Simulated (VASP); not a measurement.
Here is a VASP 6.6.1 calculation.

File INCAR:

```
PREC = Accurate
ENCUT = 500
EDIFF = 1E-6
ISMEAR = -1
SIGMA = 0.08
LREAL = False
LASPH = True
NELM = 120
ALGO = Normal
ISIF = 2
LWAVE = False
LCHARG = True
GGA = CA
LELF = True
LVHAR = True
NBANDS = 8
GGA_COMPAT = False
```

Contents of KPOINTS:

```
regular mesh
0
Gamma
  18 18 18
```

The input POSCAR:

```
As
1.0
   -1.4963611969      1.4963611969      1.4963611969
    1.4963611969     -1.4963611969      1.4963611969
    1.4963611969      1.4963611969     -1.4963611969
As
1
Direct
    0.0000000000      0.0000000000      0.0000000000
```

Potentials or basis: VASP PAW LDA potentials, release 64 (As).

The run is started by

```bash
$ cat potpaw_LDA.64/As/POTCAR > POTCAR
$ mpirun -np 1 vasp_std > vasp.out
```

Problem. Estimate the pressure.

Solution. 53.1 GPa.

Problem. What does it give for the band gap on the k mesh?

Solution. Zero (an odd number of electrons rules out a gap without spin polarisation).

Caveat: the cell stands under pressure.
